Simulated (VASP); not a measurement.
Input of a VASP 6.6.1 run:

INCAR

```
SYSTEM = SnO2
PREC = Accurate
ENCUT = 520
EDIFF = 1E-7
ISMEAR = 0
SIGMA = 0.05
LREAL = .False.
LASPH = .True.
NELM = 80
ALGO = Normal
ISIF = 2
LWAVE = .False.
LCHARG = .False.
NBANDS = 35
```

KPOINTS

```
Automatic mesh
0
Gamma
  6 6 8
  0 0 0
```

The input POSCAR:

```
SnO2
1.0
    4.8299657324      0.0000000000      0.0000000000
    0.0000000000      4.8305590713      0.0000000000
    0.0000000000      0.0000000000      3.2631512253
Sn O
2 4
Direct
    0.5000000000      0.5000000000      0.5000000000
    0.0000000000      0.0000000000      0.0000000000
    0.3059833077      0.2932176170      0.0000000000
    0.8059833077      0.2067823830      0.5000000000
    0.1940166923      0.7932176170      0.5000000000
    0.6940166923      0.7067823830      0.0000000000
```

Potentials or basis: VASP PAW LDA potentials, release 64 (Sn_d, O).

Launch:

```console
$ cat potpaw_LDA.64/Sn_d/POTCAR potpaw_LDA.64/O/POTCAR > POTCAR
$ mpirun -np 1 vasp_std > vasp.out
```

(1) What does it give for the pressure?

(2) Predict the largest force.

(3) What does it give for the band gap on the k mesh?

Results:

(1) -12.3 GPa.

(2) 0.975 eV/Å.

(3) 0.35 eV, direct.

Caveat: spin-orbit coupling is left out, which moves the levels of the heavy elements.
